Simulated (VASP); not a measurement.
# KTaO3 (P4/mmm) in VASP: notebook, part 2 of 3

VASP 6.6.1.

### 3 Electric field gradients, PBE (zz strain of +1 %)

Contents of INCAR:

```
ALGO     = Normal         # electronic algorithm
EDIFF    = 1E-8           # SCF threshold, eV
ENCUT    = 520            # plane-wave cutoff, eV
GGA      = PE             # functional
ISIF     = 2              # what is computed and relaxed
ISMEAR   = -1             # smearing method
LASPH    = True           # aspherical terms in the spheres
LCHARG   = False          # write CHGCAR
LEFG     = True         
LREAL    = False          # projectors in reciprocal space
LWAVE    = False          # write WAVECAR
NBANDS   = 27             # bands
NELM     = 60             # most SCF steps
PREC     = Accurate       # precision mode
SIGMA    = 0.01           # smearing width, eV
```

Contents of KPOINTS:

```
k-points
0
Gamma
  5 5 5
```

Contents of POSCAR:

```
KTaO3
1.0
    3.9883000000      0.0000000000      0.0000000000
    0.0000000000      3.9883000000      0.0000000000
    0.0000000000      0.0000000000      4.0281830000
K Ta O
1 1 3
Direct
    0.5000000000      0.5000000000      0.5000000000
    0.0000000000      0.0000000000      0.0000000000
    0.5000000000      0.0000000000      0.0000000000
    0.0000000000      0.5000000000      0.0000000000
    0.0000000000      0.0000000000      0.5000000000
```

Potentials or basis: VASP PAW PBE potentials, release 64 (K_sv, Ta_pv, O).

Run with:

```console
> cat potpaw_PBE.64/K_sv/POTCAR potpaw_PBE.64/Ta_pv/POTCAR potpaw_PBE.64/O/POTCAR > POTCAR
> mpirun -np 1 vasp_std > vasp.out
```

OUTCAR:

```text
EDIFF = 1E-8
   ENCUT = 520
   GGA = PE
   ISIF = 2
   ISMEAR = -1
   LASPH = True
   LREAL = False
   NELM = 60
   PREC = Accurate

 ion  position               nearest neighbor table
   1  0.500  0.500  0.500-   5 2.82   5 2.82   5 2.82   5 2.82   4 2.83   3 2.83   4 2.83   3 2.83
                             4 2.83   3 2.83   4 2.83   3 2.83   2 3.47   2 3.47   2 3.47   2 3.47
   2  0.000  0.000  0.000-   3 1.99   4 1.99   4 1.99   3 1.99   5 2.01   5 2.01   1 3.47   1 3.47
                             1 3.47   1 3.47   1 3.47   1 3.47   1 3.47   1 3.47
   3  0.500  0.000  0.000-   2 1.99   2 1.99   1 2.83   1 2.83   1 2.83   1 2.83
   4  0.000  0.500  0.000-   2 1.99   2 1.99   1 2.83   1 2.83   1 2.83   1 2.83
   5  0.000  0.000  0.500-   2 2.01   2 2.01   1 2.82   1 2.82   1 2.82   1 2.82

  LATTYP: Found a simple tetragonal cell.
 ALAT       =     3.9883000000
 C/A-ratio  =     1.0100000000

  Lattice vectors:

 A1 = (   3.9883000000,   0.0000000000,   0.0000000000)
 A2 = (   0.0000000000,   3.9883000000,   0.0000000000)
 A3 = (   0.0000000000,   0.0000000000,   4.0281830000)

Analysis of symmetry for initial positions (statically):
=====================================================================
 Subroutine PRICEL returns:
 Original cell was already a primitive cell.

 Routine SETGRP: Setting up the symmetry group for a
 simple tetragonal supercell.

 Subroutine GETGRP returns: Found 16 space group operations
 (whereof 16 operations were pure point group operations)
 out of a pool of 16 trial point group operations.

The static configuration has the point symmetry D_4h.

[... 711 lines left out ...]
  -------------------------------------------------------------------------------------
  Total        2.0932958      2.0932958      0.6402997      0.0000000      0.0000000      0.0000000
  in kB       52.3427282     52.3427282     16.0106530      0.0000000      0.0000000      0.0000000
  external PRESSURE =      40.2320365 kB  Pullay stress =       0.0000000 kB

 VOLUME and BASIS-vectors are now :
 -----------------------------------------------------------------------------
  energy-cutoff  :      520.00
  volume of cell :       64.07
      direct lattice vectors                 reciprocal lattice vectors
     3.988300000  0.000000000  0.000000000     0.250733395  0.000000000  0.000000000
     0.000000000  3.988300000  0.000000000     0.000000000  0.250733395  0.000000000
     0.000000000  0.000000000  4.028183000     0.000000000  0.000000000  0.248250886

 POSITION                                       TOTAL-FORCE (eV/Angst)
 -----------------------------------------------------------------------------------
      1.99415      1.99415      2.01409         0.000000      0.000000      0.000000
      0.00000      0.00000      0.00000         0.000000      0.000000      0.000000
      1.99415      0.00000      0.00000         0.000000      0.000000      0.000000
      0.00000      1.99415      0.00000         0.000000      0.000000      0.000000
      0.00000      0.00000      2.01409         0.000000      0.000000      0.000000
 -----------------------------------------------------------------------------------
    total drift:                                0.000000     -0.000000      0.000000

  FREE ENERGIE OF THE ION-ELECTRON SYSTEM (eV)
  ---------------------------------------------------
  free  energy   TOTEN  =       -41.0407883672 eV

  energy  without entropy=      -41.0407883672  energy(sigma->0) =      -41.04078837

 Electric field gradients (V/A^2)
---------------------------------------------------------------------
 ion       V_xx      V_yy      V_zz      V_xy      V_xz      V_yz
---------------------------------------------------------------------
   1      -0.524    -0.524     1.047     0.000     0.000    -0.000
   2     -26.207   -26.207    52.414    -0.000     0.000    -0.000
   3      19.237   -10.948    -8.289     0.000     0.000    -0.000
   4     -10.948    19.237    -8.289    -0.000     0.000    -0.000
   5     -12.615   -12.615    25.230     0.000    -0.000     0.000
---------------------------------------------------------------------

 Electric field gradients after diagonalization (V/A^2)
 (convention: |V_zz| > |V_xx| > |V_yy|)
----------------------------------------------------------------------
 ion       V_xx      V_yy      V_zz     asymmetry (V_yy - V_xx)/ V_zz
----------------------------------------------------------------------
   1      -0.524    -0.524     1.047       0.000
   2     -26.207   -26.207    52.414       0.000
   3     -10.948    -8.289    19.237       0.138
   4     -10.948    -8.289    19.237       0.138
   5     -12.615   -12.615    25.230       0.000
----------------------------------------------------------------------

           NMR quadrupolar parameters

 Cq : quadrupolar parameter    Cq=e*Q*V_zz/h
 eta: asymmetry parameters     (V_yy - V_xx)/ V_zz
 Q  : nuclear electric quadrupole moment in mb (millibarn)
----------------------------------------------------------------------
 ion       Cq(MHz)       eta       Q (mb)
----------------------------------------------------------------------
   1       0.003       0.000       1.000
   2       0.127       0.000       1.000
   3       0.047       0.138       1.000
   4       0.047       0.138       1.000
   5       0.061       0.000       1.000
----------------------------------------------------------------------
```

OSZICAR:

```text
N       E                     dE             d eps       ncg     rms          rms(c)
DAV:   1     0.321481866799E+03    0.32148E+03   -0.20794E+04   972   0.141E+03
DAV:   2    -0.298161458763E+02   -0.35130E+03   -0.34133E+03  1135   0.406E+02
DAV:   3    -0.488899689047E+02   -0.19074E+02   -0.18982E+02  1287   0.918E+01
DAV:   4    -0.496427346249E+02   -0.75277E+00   -0.75134E+00  1680   0.114E+01
DAV:   5    -0.496475859339E+02   -0.48513E-02   -0.48508E-02  1236   0.884E-01    0.334E+01
DAV:   6    -0.412696253962E+02    0.83780E+01   -0.34332E+01  1113   0.395E+01    0.127E+01
DAV:   7    -0.411082310639E+02    0.16139E+00   -0.18046E+00  1279   0.850E+00    0.911E+00
DAV:   8    -0.410645197017E+02    0.43711E-01   -0.42352E-01  1181   0.541E+00    0.316E+00
DAV:   9    -0.410425748441E+02    0.21945E-01   -0.37104E-02  1186   0.154E+00    0.512E-01
DAV:  10    -0.410408178779E+02    0.17570E-02   -0.15930E-02  1315   0.798E-01    0.993E-02
DAV:  11    -0.410407563551E+02    0.61523E-04   -0.11731E-03  1315   0.214E-01    0.294E-02
DAV:  12    -0.410407806179E+02   -0.24263E-04   -0.45527E-05  1250   0.570E-02    0.117E-02
DAV:  13    -0.410407884235E+02   -0.78056E-05   -0.95789E-06  1311   0.231E-02    0.402E-03
DAV:  14    -0.410407885468E+02   -0.12329E-06   -0.61584E-07  1308   0.507E-03    0.536E-03
DAV:  15    -0.410407883931E+02    0.15363E-06   -0.12559E-07  1165   0.295E-03    0.456E-04
DAV:  16    -0.410407883654E+02    0.27722E-07   -0.18902E-08   999   0.897E-04    0.220E-04
DAV:  17    -0.410407883672E+02   -0.17781E-08   -0.96950E-10   668   0.257E-04
   1 F= -.41040788E+02 E0= -.41040788E+02  d E =-.131476E-10
```

Run time: 1.7 min. Hardware: 1 thread of Intel Xeon 8259CL, shared host; peak memory 0.18 GiB.

Results:

| Property | Result |
| --- | --- |
| Free energy | -41.0408 eV |
| Pressure | 4.0 GPa |
| Band gap on the k mesh | 2.25 eV, indirect (least direct gap 2.76 eV) |

Levels at points of the mesh, in eV from the valence-band top:
| k point | band 17 | band 18 | band 19 | band 20 | band 21 | band 22 |
| --- | --- | --- | --- | --- | --- | --- |
| (0.00, 0.00, 0.00) | -0.52 | -0.51 | -0.51 | 2.25 | 2.25 | 2.27 |

Electric field gradients, principal values (V/Å²):
| atom | least | middle | greatest (by size) |
| --- | --- | --- | --- |
| 1 K | -0.524 | -0.524 | 1.047 |
| 2 Ta | -26.207 | -26.207 | 52.414 |
| 3 O | -8.289 | -10.948 | 19.237 |
| 4 O | -8.289 | -10.948 | 19.237 |
| 5 O | -12.615 | -12.615 | 25.230 |

Caveat: the cell differs from its parent crystal (zz strain of +1 %); without QUAD_EFG the Cq values of the log hold for a quadrupole moment of 1 mb, not for the nuclei; spin-orbit coupling is left out, which moves the levels of the heavy elements. A k mesh can miss the band edges.

(Continued in part 3 of 3.)
